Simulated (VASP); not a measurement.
Write the native input for VASP 6.6.1 that does the following.

* Task: single point
* Functional: PBE
* Potentials or basis: VASP PAW PBE potentials, release 64 (H, Pt, C)
* Cutoff: 600 eV
* k mesh: 4 × 4 × 4
* Occupations: gaussian, width 0.1 eV
* Spin: no spin polarisation
* Dipole correction: no
* Further INCAR settings: ALGO = Normal; EDIFF = 1e-06; NBANDS = 22

The structure of H6PtC2 lies in POSCAR:

```
H6PtC2
1.0
    0.0000000000      3.4548328700      3.4548328700
    3.4548328700      0.0000000000      3.4548328700
    3.4548328700      3.4548328700      0.0000000000
H Pt C
6 1 2
Direct
    0.2505210000      0.2505210000      0.7494790000
    0.7494790000      0.2505210000      0.7494790000
    0.2505210000      0.7494790000      0.7494790000
    0.7494790000      0.7494790000      0.2505210000
    0.2505210000      0.7494790000      0.2505210000
    0.7494790000      0.2505210000      0.2505210000
    0.0000000000      0.0000000000      0.0000000000
    0.7500000000      0.7500000000      0.7500000000
    0.2500000000      0.2500000000      0.2500000000
```

These files were run (other wordings do the same):

INCAR

```
SYSTEM = H6PtC2
ALGO     = Normal         ! electronic algorithm
EDIFF    = 1E-6           ! SCF threshold, eV
ENCUT    = 600            ! plane-wave cutoff, eV
GGA      = PE             ! functional
GGA_COMPAT= .False.      
ISIF     = 2              ! what is computed and relaxed
ISMEAR   = 0              ! smearing method
LASPH    = .True.         ! aspherical terms in the spheres
LCHARG   = .False.        ! write CHGCAR
LREAL    = .False.        ! projectors in reciprocal space
LWAVE    = .False.        ! write WAVECAR
NBANDS   = 22             ! bands
NELM     = 120            ! most SCF steps
PREC     = Accurate       ! precision mode
SIGMA    = 0.1            ! smearing width, eV
```

KPOINTS

```
k-points
0
Gamma
  4 4 4
  0 0 0
```

Potentials or basis: VASP PAW PBE potentials, release 64 (H, Pt, C).

Command:

```console
$ cat potpaw_PBE.64/H/POTCAR potpaw_PBE.64/Pt/POTCAR potpaw_PBE.64/C/POTCAR > POTCAR
$ mpirun -np 1 vasp_std > vasp.out
```

Results of the run:

| Quantity | Value |
| --- | --- |
| Pressure | -13.0 GPa |
| Largest force | 0.526 eV/Å |
| Band gap on the k mesh | zero (band 12 reaches 2.06 eV, above the bottom of band 13 at 1.53 eV) |

Caveat: the k points lie up to 0.39 Å⁻¹ apart; spin-orbit coupling is left out, which moves the levels of the heavy elements.

It used 44 s of CPU time on 1 thread of AMD EPYC 7R13 Processor (Zen 3), on a shared host.
